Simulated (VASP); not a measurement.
Write the native input for VASP 6.6.1 that does the following.

```
Task                   : single point
Functional             : PBE
Potentials or basis    : VASP PAW PBE potentials, release 64 (Co)
Cutoff                 : 520 eV
k mesh                 : 24 × 24 × 8
Occupations            : gaussian, width 0.1 eV
Spin                   : collinear spin, ferromagnetic start
Starting moments       : [1.88, 1.88, 1.88, 1.88] μB
Dipole correction      : no
Further INCAR settings : ALGO = Normal; EDIFF = 1e-07; NBANDS = 30
```

The structure of Co lies in POSCAR:

```
Co
1.0
    2.4417631154      0.0000000000      0.0000000000
   -1.2208815577      2.1146288880      0.0000000000
    0.0000000000      0.0000000000      8.1904372683
Co
4
Direct
    0.0000000000      0.0000000000      0.0000000000
    0.3333333333      0.6666666667      0.2500000000
    0.0000000000      0.0000000000      0.5000000000
    0.6666666667      0.3333333333      0.7500000000
```

This cell differs from its parent crystal: biaxial strain in the a-b plane: -2.0 %.

The input as run:

INCAR

```
ALGO = Normal
EDIFF = 1E-7
ENCUT = 520
GGA = PE
ISIF = 2
ISMEAR = 0
ISPIN = 2
LASPH = True
LCHARG = False
LMAXMIX = 4
LORBIT = 11
LREAL = False
LWAVE = False
MAGMOM = 1.88 1.88 1.88 1.88
NBANDS = 30
NELM = 150
PREC = Accurate
SIGMA = 0.1
```

KPOINTS

```
k-points
0
Gamma
  24 24 8
```

Potentials or basis: VASP PAW PBE potentials, release 64 (Co).

Command:

```sh
$ cat potpaw_PBE.64/Co/POTCAR > POTCAR
$ mpirun -np 1 vasp_std > vasp.out
```

Results of the run:

| Quantity | Value |
| --- | --- |
| Pressure | 6.3 GPa |
| Net moment | 6.48 μB per cell |
| Site moments | Co +1.62, +1.64 (each value once) μB |
| Valence electrons inside the program's atomic spheres | Co 8.33, 8.32 (each value once) |

Caveat: the cell differs from its parent crystal (biaxial strain in the a-b plane: -2.0 %); the cell stands under pressure.

Run time: 20 min on 1 thread of Oxide Virtual Turin-like Processor, on a shared host, peak memory 0.53 GiB.
